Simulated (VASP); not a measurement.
Crystal: Pd.

```
Pd
1.0
     0.00000    1.98468    1.98468
     1.98468    0.00000    1.98468
     1.98468    1.98468    0.00000
Pd
1
Direct
  0.00000 0.00000 0.00000
```

This cell differs from its parent crystal: volume scaled by 1.06.

Base run:

| Property | Result |
| --- | --- |
| Program | VASP 6.6.1 |
| Functional | r2SCAN |
| Potentials or basis | VASP PAW PBE potentials, release 64 (Pd) |
| Cutoff | 550 eV |
| k mesh | 12 × 12 × 12 |
| Occupations | fermi-dirac, width 0.05 eV |
| Spin | no spin polarisation |

Its results: band gap on the k mesh zero (band 5 reaches 8.92 eV, above the bottom of band 6 at 7.40 eV); pressure -7.3 GPa.

Task: After a change of settings the same cell gave: band gap on the k mesh zero (band 5 reaches 9.15 eV, above the bottom of band 6 at 7.72 eV); pressure -0.4 GPa. Which change was it?
A. functional from r2SCAN to PBE; cutoff from 550 eV to 520 eV; further incar settings from ALGO = Normal; EDIFF = 1e-06; NBANDS = 11 to ALGO = Fast; EDIFF = 1e-07; NBANDS = 11
B. functional from r2SCAN to RPBE; cutoff from 550 eV to 520 eV; dispersion from none to D4
C. functional from r2SCAN to SVWN5; cutoff from 550 eV to 520 eV
D. functional from r2SCAN to revPBE; cutoff from 550 eV to 520 eV; further incar settings from ALGO = Normal; EDIFF = 1e-06; NBANDS = 11 to ALGO = Normal; EDIFF = 1e-07; NBANDS = 11

Result: D.

Caveats: the PAW data sets were made with another functional, which shifts forces and pressure a little.
